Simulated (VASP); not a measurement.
# C (P-1) in VASP: further runs, part 2 of 2

VASP 6.6.1. The steps go on from the part before.

## 4. Single point, PBE

This run uses another cell than the first one, of 5.52 Å³/atom.

File INCAR:

```
SYSTEM = C
PREC = Accurate
ENCUT = 520
EDIFF = 1E-6
ISMEAR = 0
SIGMA = 0.05
LREAL = .False.
LASPH = .True.
NELM = 80
ALGO = Normal
ISIF = 2
LWAVE = .False.
LCHARG = .True.
GGA = PE
LELF = .True.
LVHAR = .True.
NBANDS = 36
```

File KPOINTS:

```
Automatic mesh
0
Gamma
  12 12 2
  0 0 0
```

File POSCAR:

```
C
1.0
    2.4953402903     -0.0462520145     -0.0462520145
   -1.2877255647      2.1841540897     -0.0169294123
   -0.2280742143     -0.2280742143     12.3048213715
C
12
Direct
    0.0000000000      0.0000000000      0.1868593266
    0.0000000000      0.0000000000      0.6868593266
    0.0000000000      0.0000000000      0.3131406734
    0.0000000000      0.0000000000      0.8131406734
    0.3333333333      0.6666666667      0.5207665411
    0.6666666667      0.3333333333      0.0207665411
    0.3333333333      0.6666666667      0.9792334589
    0.6666666667      0.3333333333      0.4792334589
    0.3333333333      0.6666666667      0.6450950823
    0.6666666667      0.3333333333      0.1450950823
    0.3333333333      0.6666666667      0.8549049177
    0.6666666667      0.3333333333      0.3549049177
```

Run with:

```sh
$ cat potpaw_PBE.64/C/POTCAR > POTCAR
$ mpirun -np 1 vasp_std > vasp.out
```

Run time: 3.1 min. Hardware: 1 thread of AMD EPYC 9R45 (Zen 5), shared host; peak memory 0.31 GiB.

The run converged. Its results:

```yaml
Free_energy: -108.4805 eV
Pressure: 15.9 GPa
Largest_force: 0.525 eV/Å
Band_gap_on_the_k_mesh: 3.57 eV (least direct gap 4.65 eV)
```

Forces in eV/Å, atoms in the order of the input:
```
C   -0.026  0.171  0.035
C    0.449  0.242  0.124
C   -0.449 -0.242 -0.124
C    0.026 -0.171 -0.035
C    0.344  0.194  0.086
C   -0.017  0.124  0.016
C    0.017 -0.124 -0.016
C   -0.344 -0.194 -0.086
C   -0.327 -0.190 -0.082
C    0.005 -0.122 -0.015
C   -0.005  0.122  0.015
C    0.327  0.190  0.082
```

Stress tensor (GPa, compression positive):
```
15.92 21.35 18.97
21.35 16.14 18.94
18.97 18.94 15.68
```

Levels at points of the mesh, in eV from the valence-band top:
| k point | band 21 | band 22 | band 23 | band 24 | band 25 | band 26 | band 27 | band 28 |
| --- | --- | --- | --- | --- | --- | --- | --- | --- |
| (0.00, 0.00, 0.00) | -1.16 | -0.62 | -0.37 | 0.00 | 4.65 | 5.14 | 5.32 | 5.77 |
| (0.50, 0.00, 0.00) | -4.83 | -4.79 | -3.73 | -3.60 | 3.67 | 4.33 | 4.41 | 4.90 |
| (0.00, 0.50, 0.00) | -4.47 | -4.44 | -3.80 | -3.24 | 4.38 | 4.87 | 5.05 | 5.13 |
| (0.50, 0.50, 0.00) | -4.14 | -4.11 | -3.94 | -2.93 | 5.09 | 5.10 | 5.70 | 5.76 |
| (0.00, 0.00, 0.50) | -0.84 | -0.74 | -0.51 | -0.37 | 4.90 | 5.09 | 5.63 | 5.77 |
| (0.50, 0.00, 0.50) | -4.73 | -4.05 | -3.88 | -3.63 | 3.79 | 3.93 | 4.76 | 5.17 |
| (0.00, 0.50, 0.50) | -4.62 | -3.73 | -3.71 | -3.50 | 4.50 | 4.60 | 4.89 | 5.78 |
| (0.50, 0.50, 0.50) | -4.36 | -4.00 | -3.33 | -3.23 | 5.18 | 5.24 | 5.30 | 5.73 |

Caveat: the cell stands under pressure.

## 5. Single point, PBE

This run uses another cell than the first one, of 5.51 Å³/atom.

File INCAR:

```
SYSTEM = C
PREC = Accurate
ENCUT = 520
EDIFF = 1E-6
ISMEAR = 0
SIGMA = 0.05
LREAL = .False.
LASPH = .True.
NELM = 100
ALGO = Normal
ISIF = 2
LWAVE = .False.
LCHARG = .False.
GGA = PE
NBANDS = 36
```

File KPOINTS:

```
regular mesh
0
Gamma
  12 12 2
  0 0 0
```

Changes to POSCAR since step 4:

```diff
@@ -2,5 +2,5 @@
 1.0
-    2.4953402903     -0.0462520145     -0.0462520145
-   -1.2877255647      2.1841540897     -0.0169294123
-   -0.2280742143     -0.2280742143     12.3048213715
+    2.4953402903     -0.0923780017     -0.0923780017
+   -1.3276718413      2.2072170833     -0.0338126954
+   -0.4555269730     -0.4555269730     12.3048213715
 C
```

Run with:

```sh
$ cat potpaw_PBE.64/C/POTCAR > POTCAR
$ mpirun -np 1 vasp_std > vasp.out
```

Run time: 6.9 min. Hardware: 1 thread of Intel Xeon 8259CL, shared host; peak memory 0.34 GiB.

Results (log left out):

* Free energy: -107.0544 eV
* Pressure: 20.1 GPa
* Largest force: 1.370 eV/Å
* Band gap on the k mesh: 2.43 eV (least direct gap 3.58 eV)

Forces on the atoms (eV/Å):
```
C   -0.091  0.336  0.048
C    1.142  0.632  0.416
C   -1.142 -0.632 -0.416
C    0.091 -0.336 -0.048
C    0.869  0.542  0.328
C    0.002  0.249  0.050
C   -0.002 -0.249 -0.050
C   -0.869 -0.542 -0.328
C   -0.825 -0.526 -0.286
C   -0.025 -0.241 -0.021
C    0.025  0.241  0.021
C    0.825  0.526  0.286
```

Stress tensor (GPa, compression positive):
```
20.31 43.00 38.12
43.00 20.90 37.83
38.12 37.83 19.06
```

Levels at points of the mesh, in eV from the valence-band top:
| k point | band 22 | band 23 | band 24 | band 25 | band 26 | band 27 |
| --- | --- | --- | --- | --- | --- | --- |
| (0.00, 0.00, 0.00) | -1.18 | -0.74 | 0.00 | 3.58 | 4.39 | 4.72 |
| (0.50, 0.00, 0.00) | -5.15 | -4.26 | -3.61 | 2.57 | 3.27 | 3.44 |
| (0.00, 0.50, 0.00) | -4.83 | -3.83 | -3.45 | 3.90 | 4.00 | 4.71 |
| (0.50, 0.50, 0.00) | -4.21 | -4.12 | -2.99 | 4.46 | 5.49 | 6.02 |
| (0.00, 0.00, 0.50) | -1.16 | -0.72 | -0.45 | 3.78 | 4.11 | 5.02 |
| (0.50, 0.00, 0.50) | -4.82 | -4.48 | -3.46 | 2.66 | 2.94 | 3.51 |
| (0.00, 0.50, 0.50) | -4.19 | -3.71 | -3.59 | 3.73 | 4.10 | 4.33 |
| (0.50, 0.50, 0.50) | -4.17 | -3.46 | -3.25 | 4.39 | 5.50 | 5.63 |

Caveat: the cell stands under pressure; forces of over 1 eV/Å act on the atoms, so gaps and moduli don't describe the material at rest. A k mesh can miss the band edges.

## 6. Overview

```csv
cell,gap on the mesh (eV),pressure (GPa),largest force (eV/Å)
"a = 2.448, b = 2.526, c = 12.073 Å, angles 91.5, 94.2, 123.1°, 12 atoms",2.43,54.4,1.91
"a = 2.471, b = 2.510, c = 12.185 Å, angles 90.8, 92.1, 121.6°, 12 atoms",3.61,31.7,0.65
"a = 2.496, b = 2.536, c = 12.309 Å, angles 90.8, 92.1, 121.6°, 12 atoms",3.57,15.9,0.53
"a = 2.499, b = 2.576, c = 12.322 Å, angles 91.5, 94.2, 123.1°, 12 atoms",2.43,20.1,1.37
```

Alike in all rows: task single point; level PBE; potentials or basis VASP PAW PBE potentials, release 64 (C); no spin polarisation; k mesh 12 × 12 × 2; cutoff (eV) 520; smearing gaussian 0.05 eV.

Caveats: the cell stands under pressure; forces of over 1 eV/Å act on the atoms, so gaps and moduli don't describe the material at rest (at least some runs).

Total energies depend on the potentials used, so only differences within one code and one set of settings carry meaning.
